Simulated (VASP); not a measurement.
# Rh (P6_3/mmc) in VASP: further runs

The runs below take Rh through single point, with PBEsol.

Program: VASP 6.6.1. These are calculated values, not measurements. Logs are shortened: lines on timing, memory, paths and dates and some standing lists are left out, and cuts for length are marked.

## 1. The cell of the first run

The structure is hexagonal, space group P6_3/mmc (No. 194). Conventional cell: a = 2.872 Å, b = 2.872 Å, c = 4.099 Å, α = 90.00°, β = 90.00°, γ = 120.00°. Rh (site symmetry -6m2) has 12 Rh at 2.64 to 2.87 Å within 3.5 Å.

## 2. Single point, PBEsol (volume 14.638 Å^3 an atom, c/a of the conventional cell 1.4272)

INCAR

```
SYSTEM = Rh
PREC     = Accurate       ! precision mode
ENCUT    = 520            ! plane-wave cutoff, eV
EDIFF    = 1E-6           ! SCF threshold, eV
ISMEAR   = 0              ! smearing method
SIGMA    = 0.15           ! smearing width, eV
LREAL    = .FALSE.        ! projectors in reciprocal space
LASPH    = .TRUE.         ! aspherical terms in the spheres
NELM     = 80             ! most SCF steps
ALGO     = Fast           ! electronic algorithm
ISIF     = 2              ! what is computed and relaxed
LWAVE    = .FALSE.        ! write WAVECAR
LCHARG   = .FALSE.        ! write CHGCAR
GGA      = PS             ! functional
NBANDS   = 22             ! bands
```

KPOINTS

```
Automatic mesh
0
G
  21 21 12
  0 0 0
```

POSCAR

```
Rh
1.0
    2.8718742738      0.0000000000      0.0000000000
   -1.4359371369      2.4871160776      0.0000000000
    0.0000000000      0.0000000000      4.0987389636
Rh
2
Direct
    0.6666666667      0.3333333333      0.7500000000
    0.3333333333      0.6666666667      0.2500000000
```

Potentials or basis: VASP PAW PBE potentials, release 64 (Rh_pv).

Launch:

```console
$ cat potpaw_PBE.64/Rh_pv/POTCAR > POTCAR
$ mpirun -np 1 vasp_std > vasp.out
```

OUTCAR:

```text
SYSTEM = Rh
   PREC = Accurate
   ENCUT = 520
   EDIFF = 1E-6
   ISMEAR = 0
   LREAL = .FALSE.
   LASPH = .TRUE.
   NELM = 80
   ISIF = 2
   GGA = PS

 ion  position               nearest neighbor table
   1  0.667  0.333  0.750-   2 2.64   2 2.64   2 2.64   2 2.64   2 2.64   2 2.64
   2  0.333  0.667  0.250-   1 2.64   1 2.64   1 2.64   1 2.64   1 2.64   1 2.64

  LATTYP: Found a hexagonal cell.
 ALAT       =     2.8718742738
 C/A-ratio  =     1.4272000000

  Lattice vectors:

 A1 = (   2.8718742738,   0.0000000000,   0.0000000000)
 A2 = (  -1.4359371369,   2.4871160776,   0.0000000000)
 A3 = (   0.0000000000,   0.0000000000,   4.0987389636)

Analysis of symmetry for initial positions (statically):
=====================================================================
 Subroutine PRICEL returns:
 Original cell was already a primitive cell.

 Routine SETGRP: Setting up the symmetry group for a
 hexagonal supercell.

 Subroutine GETGRP returns: Found 24 space group operations
 (whereof 12 operations were pure point group operations)
 out of a pool of 24 trial point group operations.

The static configuration has the point symmetry D_3d.
 The point group associated with its full space group is D_6h.

Analysis of symmetry for dynamics (positions and initial velocities):
=====================================================================
 Subroutine PRICEL returns:
 Original cell was already a primitive cell.

 Routine SETGRP: Setting up the symmetry group for a
 hexagonal supercell.

 Subroutine GETGRP returns: Found 24 space group operations
 (whereof 12 operations were pure point group operations)
 out of a pool of 24 trial point group operations.

The dynamic configuration has the point symmetry D_3d.
 The point group associated with its full space group is D_6h.

 Subroutine INISYM returns: Found 24 space group operations
 (whereof 12 operations are pure point group operations),
 and found     1 'primitive' translations

----------------------------------------------------------------------------------------

                                     Primitive cell

  volume of cell :      29.2760

  direct lattice vectors                    reciprocal lattice vectors
     2.871874274  0.000000000  0.000000000     0.348204658  0.201036053  0.000000000
    -1.435937137  2.487116078  0.000000000     0.000000000  0.402072106  0.000000000
     0.000000000  0.000000000  4.098738964     0.000000000  0.000000000  0.243977479

  length of vectors
     2.871874274  2.871874274  4.098738964     0.402072106  0.402072106  0.243977479

  position of ions in fractional coordinates (direct lattice)
     0.666666667  0.333333333  0.750000000
     0.333333333  0.666666667  0.250000000
[... 79 lines left out ...]
   EDIFFG = 0.1E-04   stopping-criterion for IOM
   NSW    =      0    number of steps for IOM
   IBRION =     -1    ionic relax: 0-MD 1-quasi-New 2-CG
   NFREE  =      0    steps in history (QN), initial steepest desc. (CG)
   ISIF   =      2    stress and relaxation
   ISYM   =      2    0-nonsym 1-usesym 2-fastsym
   POTIM  = 0.5000    time-step for ionic-motion
   TEBEG  =    0.0;   TEEND  =   0.0 temperature during run
   PSTRESS=    0.0 pullay stress
   NELECT =      30.0000    total number of electrons
   NUPDOWN=      -1.0000    fix difference up-down
   EMIN   =  10.00;   EMAX   =-10.00  energy-range for DOS
   EFERMI =   0.00;   METHOD = LEGACY
   ISMEAR =     0;   SIGMA  =   0.15  broadening in eV -4-tet -1-fermi 0-gaus
   EFERMI_NEDOS =   21; number of points for ismear=-14 and -15
   IALGO  =     68    algorithm
   IMIX   =      4    mixing-type and parameters
     AMIX     =   0.40;   BMIX     =  1.00
     AMIX_MAG =   1.60;   BMIX_MAG =  1.00
  volume/ion in A,a.u.               =      14.64        98.78
  Fermi-wavevector in a.u.,A,eV,Ry     =   1.650484  3.118963 37.063599  2.724098
  Thomas-Fermi vector in A             =   2.739426
   LORBIT       =      0    0 simple, 1 ext, 2 COOP (PROOUT), +10 PAW based schemes
   GGA     = PS    functional components
   LHFCALC =     F    Hartree Fock is set to
   AEXX    =    0.0000 exact exchange contribution
   IVDW    =     0    specifies the selected vdW correction
   LEPSILON=     F    determine dielectric tensor
   LRPA    =     F    only Hartree local field effects (RPA)
 non-spin polarized calculation
 RMM-DIIS sequential band-by-band and
 Gauss-broadening in eV      SIGMA  =   0.15
  energy-cutoff  :      520.00
  volume of cell :       29.28
 maximum number of plane-waves:       813
 NGX is ok and might be reduce to    24
   NGX = 11   NGY = 11   NGZ = 15

 number of electron      30.0000010 magnetization

 Free energy of the ion-electron system (eV)
  ---------------------------------------------------
  ext. energy  EPLUGINS =         0.00000000
  ---------------------------------------------------
  free energy    TOTEN  =       -15.91334212 eV

  energy without entropy =      -15.86736870  energy(sigma->0) =      -15.89035541

 E-fermi :  10.7440     XC(G=0): -13.7999

 val. band max:       10.7429042730   @ k =   0.3810   0.2381   0.5000
 cond. band min:      10.7442353777   @ k =   0.1905   0.1905   0.3333
 fundamental gap:      0.0013311046
 Fermi energy:        10.7439891055

 k-point     1 :       0.0000    0.0000    0.0000
  band No.  band energies     occupation
      1     -36.3482      2.00000
      2     -35.7081      2.00000
      3     -35.7081      2.00000
      4     -35.5596      2.00000
      5     -35.5411      2.00000
      6     -35.5411      2.00000
[... 589 lines left out ...]
     21      24.3643      0.00000
     22      28.2021      0.00000

 [... further k-points ...]

------------------------ aborting loop because EDIFF is reached ----------------------------------------

  FORCE on cell =-STRESS in cart. coord.  units (eV):
  Direction    XX          YY          ZZ          XY          YZ          ZX
  --------------------------------------------------------------------------------------
  -------------------------------------------------------------------------------------
  Total       -3.9648273     -3.9648273      0.0171424      0.0000000      0.0000000      0.0000000
  in kB     -216.9817074   -216.9817074      0.9381470      0.0000000      0.0000000      0.0000000
  external PRESSURE =    -144.3417559 kB  Pullay stress =       0.0000000 kB

 VOLUME and BASIS-vectors are now :
 -----------------------------------------------------------------------------
  energy-cutoff  :      520.00
  volume of cell :       29.28
      direct lattice vectors                 reciprocal lattice vectors
     2.871874274  0.000000000  0.000000000     0.348204658  0.201036053  0.000000000
    -1.435937137  2.487116078  0.000000000     0.000000000  0.402072106  0.000000000
     0.000000000  0.000000000  4.098738964     0.000000000  0.000000000  0.243977479

 POSITION                                       TOTAL-FORCE (eV/Angst)
 -----------------------------------------------------------------------------------
      1.43594      0.82904      3.07405         0.000000      0.000000      0.000000
     -0.00000      1.65808      1.02468        -0.000000     -0.000000      0.000000
 -----------------------------------------------------------------------------------
    total drift:                               -0.000000      0.000000     -0.000000

  FREE ENERGIE OF THE ION-ELECTRON SYSTEM (eV)
  ---------------------------------------------------
  free  energy   TOTEN  =       -15.9133421183 eV

  energy  without entropy=      -15.8673686974  energy(sigma->0) =      -15.89035541
```

stdout:

```text
POSCAR found type information on POSCAR Rh
 POSCAR found :  1 types and       2 ions
 scaLAPACK will be used
 -----------------------------------------------------------------------------
|                                                                             |
|                                                                             |
|     You enforced a specific xc type in the INCAR file but a different       |
|     I HOPE YOU KNOW WHAT YOU ARE DOING!                                     |
|                                                                             |
 -----------------------------------------------------------------------------

 LDA part: xc-table for (Slater+PW92), standard interpolation
 POSCAR, INCAR and KPOINTS ok, starting setup
 FFT: planning ... GRIDC
 FFT: planning ... GRID_SOFT
 FFT: planning ... GRID
 WAVECAR not read
 entering main loop
```

It took 69 s on 1 thread of Intel Xeon 6975P-C (Granite Rapids), shared host; peak memory 0.27 GiB.

What came out:

* Free energy: -15.9133 eV
* Pressure: -14.4 GPa
* Band gap on the k mesh: zero (band 15 reaches 11.13 eV, above the bottom of band 16 at 9.43 eV)

Caveat: the PAW data sets were made with another functional, which shifts forces and pressure a little.

## 3. Single point, PBEsol (volume 14.638 Å^3 an atom, c/a of the conventional cell 1.8165)

INCAR

```
SYSTEM = Rh
  ALGO = Fast
  EDIFF = 1E-6
  ENCUT = 520
  GGA = PS
  ISIF = 2
  ISMEAR = 0
  LASPH = .TRUE.
  LCHARG = .FALSE.
  LREAL = .FALSE.
  LWAVE = .FALSE.
  NBANDS = 22
  NELM = 60
  PREC = Accurate
  SIGMA = 0.15
```

KPOINTS

```
k-points
0
G
  21 21 12
  0 0 0
```

POSCAR

```
Rh
1.0
    2.6500164400      0.0000000000      0.0000000000
   -1.3250082200      2.2949815575      0.0000000000
    0.0000000000      0.0000000000      4.8137548633
Rh
2
Direct
    0.6666666667      0.3333333333      0.7500000000
    0.3333333333      0.6666666667      0.2500000000
```

Potentials or basis: VASP PAW PBE potentials, release 64 (Rh_pv).

Launch:

```console
$ cat potpaw_PBE.64/Rh_pv/POTCAR > POTCAR
$ mpirun -np 1 vasp_std > vasp.out
```

It took 78 s on 1 thread of Intel Xeon 6975P-C (Granite Rapids), shared host; peak memory 0.27 GiB.

The run converged. Its results:

* Free energy: -15.8937 eV
* Pressure: -15.1 GPa
* Band gap on the k mesh: zero (band 15 reaches 11.66 eV, above the bottom of band 16 at 9.23 eV)

Stress tensor (GPa, compression positive):
```
 -6.38   0.00   0.00
  0.00  -6.38   0.00
  0.00   0.00 -32.60
```

Levels at points of the mesh, in eV from the Fermi level:
```csv
k point,band 12,band 13,band 14,band 15,band 16,band 17,band 18,band 19
"(0.00, 0.00, 0.00)",-2.41,-2.41,-0.93,-0.93,-0.17,0.29,0.29,6.45
"(0.00, 0.00, 0.50)",-2.67,-2.67,-2.67,-0.18,-0.18,-0.18,-0.18,12.46
```

Caveat: the PAW data sets were made with another functional, which shifts forces and pressure a little.

## 4. Single point, PBEsol (volume 14.638 Å^3 an atom, c/a of the conventional cell 1.4858)

INCAR

```
  ALGO = Fast
  EDIFF = 1E-7
  ENCUT = 520
  GGA = PS
  ISIF = 2
  ISMEAR = 0
  LASPH = T
  LCHARG = F
  LREAL = F
  LWAVE = F
  NBANDS = 22
  NELM = 60
  PREC = Accurate
  SIGMA = 0.15
```

KPOINTS

```
k-points
0
Gamma
  21 21 12
```

POSCAR

```
Rh
1.0
    2.8336111380      0.0000000000      0.0000000000
   -1.4168055690      2.4539792300      0.0000000000
    0.0000000000      0.0000000000      4.2101794289
Rh
2
Direct
    0.6666666667      0.3333333333      0.7500000000
    0.3333333333      0.6666666667      0.2500000000
```

Launch:

```console
$ cat potpaw_PBE.64/Rh_pv/POTCAR > POTCAR
$ mpirun -np 1 vasp_std > vasp.out
```

Run time: 82 s. Hardware: 1 thread of Intel Xeon 6975P-C (Granite Rapids), shared host; peak memory 0.27 GiB.

The run converged. Its results:

```
Free energy            : -16.0038 eV
Pressure               : -16.4 GPa
Band gap on the k mesh : zero (band 15 reaches 11.16 eV, above the bottom of band 16 at 9.25 eV)
```

Stress tensor (GPa, compression positive):
```
-21.44   0.00   0.00
  0.00 -21.44   0.00
  0.00   0.00  -6.35
```

Levels at points of the mesh, in eV from the Fermi level:
| k point | band 13 | band 14 | band 15 | band 16 | band 17 | band 18 |
| --- | --- | --- | --- | --- | --- | --- |
| (0.00, 0.00, 0.00) | -2.23 | -2.18 | -2.18 | 0.10 | 0.10 | 1.59 |
| (0.00, 0.00, 0.50) | -2.65 | -2.65 | -0.35 | -0.35 | -0.35 | -0.35 |

Caveat: the PAW data sets were made with another functional, which shifts forces and pressure a little.

## 5. Summary

```tsv
cell	further INCAR settings	gap on the mesh (eV)	pressure (GPa)
a = 2.872, b = 2.872, c = 4.099 Å, angles 90.0, 90.0, 120.0°, 2 atoms	ALGO = Fast; EDIFF = 1e-06; NBANDS = 22	none	-14.4
a = 2.650, b = 2.650, c = 4.814 Å, angles 90.0, 90.0, 120.0°, 2 atoms	ALGO = Fast; EDIFF = 1e-06; NBANDS = 22	none	-15.1
a = 2.834, b = 2.834, c = 4.210 Å, angles 90.0, 90.0, 120.0°, 2 atoms	ALGO = Fast; EDIFF = 1e-07; NBANDS = 22	none	-16.4
```

Alike in all rows: task single point; level PBEsol; potentials or basis VASP PAW PBE potentials, release 64 (Rh_pv); no spin polarisation; k mesh 21 × 21 × 12; cutoff (eV) 520; smearing gaussian 0.15 eV.

Caveats: the PAW data sets were made with another functional, which shifts forces and pressure a little.

Absolute energies hang on the potentials; compare differences alone.
